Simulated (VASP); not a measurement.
BaY3Si:

```xyz
5
Lattice="4.3502 0.0000 0.0000 -2.1751 3.7674 0.0000 0.0000 0.0000 8.3562" Properties=species:S:1:pos:R:3 pbc="T T T"
Ba    2.1751    1.2558    4.1781
Y     0.0000    2.5116    4.1781
Y     2.1751    1.2558    1.5122
Y     2.1751    1.2558    6.8440
Si    0.0000    2.5116    0.0000
```

The cell was built from a structure type or drawn by symmetry, and may not be a known phase.

| Property | Result |
| --- | --- |
| Program | VASP 6.6.1 |
| Task | relaxation of cell and atoms |
| Functional | PBE |
| Potentials or basis | VASP PAW PBE potentials, release 64 (Ba_sv, Y_sv, Si) |
| Cutoff | 600 eV |
| k mesh | 6 × 6 × 2 |
| Occupations | gaussian, width 0.1 eV |
| Spin | no spin polarisation |

At the start: pressure 16.3 GPa; volume 27.39 Å³/atom.

Question: How do energy, volume and symmetry change on relaxing?

Answer: Over 7 steps the energy falls by 330.8 meV/atom and the volume is 35.00 Å³/atom (+27.8 %); space group P-6m2 (No. 187, to 0.1 Å) before and after.

The path:
| step | energy change (eV) | largest force (eV/Å) | pressure (GPa) | volume (Å³) |
| --- | --- | --- | --- | --- |
| 1 | 0.0000 | 1.7100 | 16.28 | 136.95 |
| 2 | -1.2629 | 0.7584 | -3.75 | 199.81 |
| 3 | -1.5764 | 0.7432 | -0.20 | 174.04 |
| 4 | -1.5766 | 0.7434 | -0.37 | 174.84 |
| 5 | -1.6225 | 0.5063 | -0.07 | 173.93 |
| 6 | -1.6498 | 0.0695 | 0.40 | 172.57 |
| 7 | -1.6541 | 0.0144 | -0.05 | 175.02 |

Final structure:
```
Ba Y Si
1.0
     4.76167    0.00000    0.00000
    -2.38083    4.12373    0.00000
     0.00000    0.00000    8.91307
Ba Y Si
1 3 1
Direct
  0.66667 0.33333 0.50000
  0.33333 0.66667 0.50000
  0.66667 0.33333 0.16357
  0.66667 0.33333 0.83643
  0.33333 0.66667 0.00000
```

Caveat: the k points lie up to 0.35 Å⁻¹ apart in the final cell, too coarse for converged energies and pressures of a metal; the volume moved by over 15 % at a fixed basis, so the end points are rough.
